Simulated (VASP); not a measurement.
Ba3YW: single point with PBE

Crystal: Ba3YW.

```xyz
5
Lattice="4.5869 0.0000 0.0000 0.0000 4.5869 0.0000 0.0000 0.0000 7.8867" Properties=species:S:1:pos:R:3 pbc="T T T"
Ba    0.0000    0.0000    2.4438
Ba    0.0000    0.0000    5.4428
Ba    2.2934    2.2934    0.0000
Y     2.2934    2.2934    3.9433
W     0.0000    0.0000    0.0000
```

The cell was generated, and may not be a known phase.

```
Program             : VASP 6.6.1
Task                : single point
Functional          : PBE
Potentials or basis : VASP PAW PBE potentials, release 64 (Ba_sv, Y_sv, W_sv)
Cutoff              : 520 eV
k mesh              : 4 × 4 × 2
Occupations         : gaussian, width 0.1 eV
Spin                : no spin polarisation
```

```
Pressure               : 11.5 GPa
Largest force          : 1.380 eV/Å
Band gap on the k mesh : zero (an odd number of electrons rules out a gap without spin polarisation)
```

Forces in eV/Å, atoms in the order of the input:
```
Ba   0.000  0.000  1.380
Ba   0.000  0.000 -1.380
Ba   0.000  0.000  0.000
Y    0.000  0.000  0.000
W    0.000  0.000  0.000
```

Stress tensor (GPa, compression positive):
```
 3.30  0.00  0.00
 0.00  3.30  0.00
 0.00  0.00 27.79
```

Levels at points of the mesh, in eV from the Fermi level:
| k point | band 24 | band 25 | band 26 | band 27 | band 28 | band 29 | band 30 | band 31 | band 32 | band 33 |
| --- | --- | --- | --- | --- | --- | --- | --- | --- | --- | --- |
| (0.00, 0.00, 0.00) | -1.08 | -0.95 | -0.95 | -0.94 | -0.90 | -0.02 | 0.65 | 0.68 | 1.40 | 1.40 |
| (0.50, 0.00, 0.00) | -0.91 | -0.80 | -0.77 | -0.61 | 0.00 | 0.17 | 0.34 | 0.39 | 0.45 | 0.48 |
| (0.50, 0.50, 0.00) | -1.48 | -0.64 | -0.30 | 0.09 | 0.09 | 0.65 | 0.87 | 0.87 | 1.00 | 1.20 |
| (0.00, 0.00, 0.50) | -1.46 | -1.46 | -1.37 | -1.04 | -0.27 | 0.54 | 0.69 | 1.56 | 2.07 | 2.45 |
| (0.50, 0.00, 0.50) | -0.89 | -0.38 | -0.10 | 0.19 | 0.25 | 0.39 | 0.81 | 0.96 | 1.30 | 1.47 |
| (0.50, 0.50, 0.50) | -0.99 | -0.78 | 0.48 | 0.66 | 0.74 | 1.07 | 1.07 | 1.37 | 1.37 | 1.95 |

Run time: 3.4 min on 1 thread of Intel(R) Xeon(R) Platinum 8375C CPU @ 2.90GHz (Ice Lake), with other jobs on the host, peak memory 0.32 GiB.

Caveat: the k points lie up to 0.40 Å⁻¹ apart, too coarse for converged energies and pressures of a metal; spin-orbit coupling is left out, which moves the levels of the heavy elements; forces of over 1 eV/Å act on the atoms, so gaps and moduli don't describe the material at rest.
